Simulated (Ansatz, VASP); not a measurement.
# NbIn: VASP beside Ansatz

Contents of INCAR:

```
SYSTEM = NbIn
PREC = Accurate
ENCUT = 520
EDIFF = 1E-7
ISMEAR = -1
SIGMA = 0.1
LREAL = .False.
LASPH = .True.
NELM = 80
ALGO = Normal
ISIF = 2
LWAVE = .False.
LCHARG = .False.
GGA = PS
NBANDS = 34
```

File KPOINTS:

```
Automatic mesh
0
Gamma
  4 6 4
  0 0 0
```

POSCAR

```
NbIn
1.0
    5.1014363100      0.0000000000      0.0000000000
    0.0000000000      3.1818936000      0.0000000000
    0.0000000000      0.0000000000      5.4385151100
Nb In
2 2
Direct
    0.2500000000      0.0000000000      0.1820000000
    0.7500000000      0.0000000000      0.8180000000
    0.2500000000      0.5000000000      0.6720000000
    0.7500000000      0.5000000000      0.3280000000
```

Input for Ansatz:

```yaml
crystal:
  lattice:
    - [5.10143631, 0.0, 0.0]
    - [0.0, 3.1818936, 0.0]
    - [0.0, 0.0, 5.43851511]
  atoms:
    - { symbol: Nb, position: [0.25, 0.0, 0.182] }
    - { symbol: Nb, position: [0.75, 0.0, 0.818] }
    - { symbol: In, position: [0.25, 0.5, 0.672] }
    - { symbol: In, position: [0.75, 0.5, 0.328] }
  symmetry: { tolerance: 0.0003 }
kpoints:
  mp_grid: { grid: [4, 6, 4], shift: [0, 0, 0] }
magnetization:
  spin_polarized: false
scf:
  occupations: { method: fermi_dirac }
hamiltonian:
  pseudopotentials: { kind: paw }
  xc: pbesol
basis:
  ecutwfc: 420
output:
  forces: true
  stress: true
  eigenvalues: true
```

Alike in both runs: task single point; functional PBEsol; k mesh 4 × 6 × 4; no spin polarisation.

```csv
,VASP,Ansatz
version,VASP 6.6.1,Ansatz 0.2.0
potentials or method,"VASP PAW PBE potentials, release 64 (Nb_sv, In_d), cutoff 520 eV",PAW plane waves
occupations,"fermi-dirac, width 0.1 eV",fermi-dirac
valence electrons in the cell,52,52
```

```tsv
	VASP	Ansatz	Ansatz less VASP
gap on the k mesh at the Fermi level (eV)	none	none	-
pressure (GPa)	-14.6	-14.5	+0.08
traceless stress, the component that is largest in VASP (GPa)	3.02	3.00	-0.016
rms of the force components (eV/Å)	0.561	0.560	-0.0006
```

VASP's potentials were made for PBE, not for PBEsol. Atom by atom the forces differ by 0.001 eV/Å (rms over components). A gap of «none» marks a metal or a gap that the smearing closes.
